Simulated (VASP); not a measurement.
Sr, 2 atoms in the cell. It takes space group P6_3/mmc (No. 194, hexagonal). Conventional cell: a = 3.627 Å, b = 3.627 Å, c = 5.979 Å, α = 90.00°, β = 90.00°, γ = 120.00°. Within 4.8 Å of Sr (site symmetry -6m2) lie 12 Sr at 3.63 to 3.65 Å.  This cell differs from its parent crystal: volume scaled by 0.65.

* Program: VASP 6.6.1
* Task: single point
* Functional: PBEsol
* Potentials or basis: VASP PAW PBE potentials, release 64 (Sr_sv)
* Cutoff: 520 eV
* k mesh: 12 × 12 × 6
* Occupations: fermi-dirac, width 0.1 eV
* Spin: no spin polarisation
* Dipole correction: no
* Further INCAR settings: ALGO = Normal; EDIFF = 1e-06; NBANDS = 17

Potentials or basis: VASP PAW PBE potentials, release 64 (Sr_sv).

The run is started by

```sh
$ cat potpaw_PBE.64/Sr_sv/POTCAR > POTCAR
$ mpirun -np 1 vasp_std > vasp.out
```

Hardware: 1 thread of Intel(R) Xeon(R) 6975P-C (Granite Rapids) (shared host).

Estimate the wall time of this run.

Wall time 26 s on 1 thread of Intel(R) Xeon(R) 6975P-C (Granite Rapids) (shared host), peak memory 0.23 GiB. Counts: scf iterations 11, k points 76.
